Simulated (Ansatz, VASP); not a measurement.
**Al2Cu in VASP and in Ansatz**

INCAR

```
ALGO = Fast ; EDIFF = 1E-7
ENCUT = 520 ; GGA = PE
ISIF = 2 ; ISMEAR = 0
LASPH = True ; LCHARG = False
LREAL = False ; LWAVE = False
NBANDS = 16 ; NELM = 100
PREC = Accurate ; SIGMA = 0.15
```

KPOINTS

```
k-points
0
Gamma
  14 14 14
```

POSCAR

```
Al2Cu
1.0
   -2.0446004822      2.0446004822      2.6890032877
    2.0446004822     -2.0446004822      2.6890032877
    2.0446004822      2.0446004822     -2.6890032877
Al Cu
2 1
Direct
    0.7344366126      0.2344366126      0.5000000000
    0.2655633874      0.7655633874      0.5000000000
    0.5000000000      0.5000000000      0.0000000000
```

Input for Ansatz:

```yaml
crystal:
  lattice:
    - [-2.0446004822, 2.0446004822, 2.6890032877]
    - [2.0446004822, -2.0446004822, 2.6890032877]
    - [2.0446004822, 2.0446004822, -2.6890032877]
  atoms:
    - { symbol: Al, position: [0.7344366126, 0.2344366126, 0.5] }
    - { symbol: Al, position: [0.2655633874, 0.7655633874, 0.5] }
    - { symbol: Cu, position: [0.5, 0.5, 0.0] }
basis:
  ecutwfc: 520.0
kpoints:
  mp_grid: { grid: [14, 14, 14] }
hamiltonian:
  xc: pbe
  pseudopotentials: { kind: paw, azcp: { folder: soft_1 } }
scf:
  occupations: { method: gaussian, width: 0.15 }
output:
  forces: true
  stress: true
  eigenvalues: true
  write_density: true
  write_potential: true
  elf: true
  volumetric_format: npy
```

Change from the starting cell: mode 9 frozen in at -0.090 Å, normal strain along z -0.0700.

Alike in both runs: task single point; functional PBE; k mesh 14 × 14 × 14; occupations gaussian, width 0.15 eV; no spin polarisation.

|  | VASP | Ansatz |
| --- | --- | --- |
| version | VASP 6.6.1 | Ansatz 0.2.0 |
| potentials or method | VASP PAW PBE potentials, release 64 (Al, Cu), cutoff 520 eV | scalar-relativistic, plane waves, PAW |
| valence electrons in the cell | 17 | 25 |

|  | VASP | Ansatz | Ansatz less VASP |
| --- | --- | --- | --- |
| gap on the k mesh at the Fermi level (eV) | none | none | - |
| pressure (GPa) | 9.8 | 9.5 | -0.26 |
| traceless stress, the component that is largest in VASP (GPa) | 7.58 | 7.63 | +0.044 |
| rms of the force components (eV/Å) | 0.591 | 0.592 | +0.0006 |

Atom by atom the forces differ by 0.001 eV/Å (rms over components). A gap of «none» marks a metal or a gap that the smearing closes. VASP's potentials hold 17 valence electrons a cell and Ansatz's 25, so a difference there can come from the potentials and not from the codes.
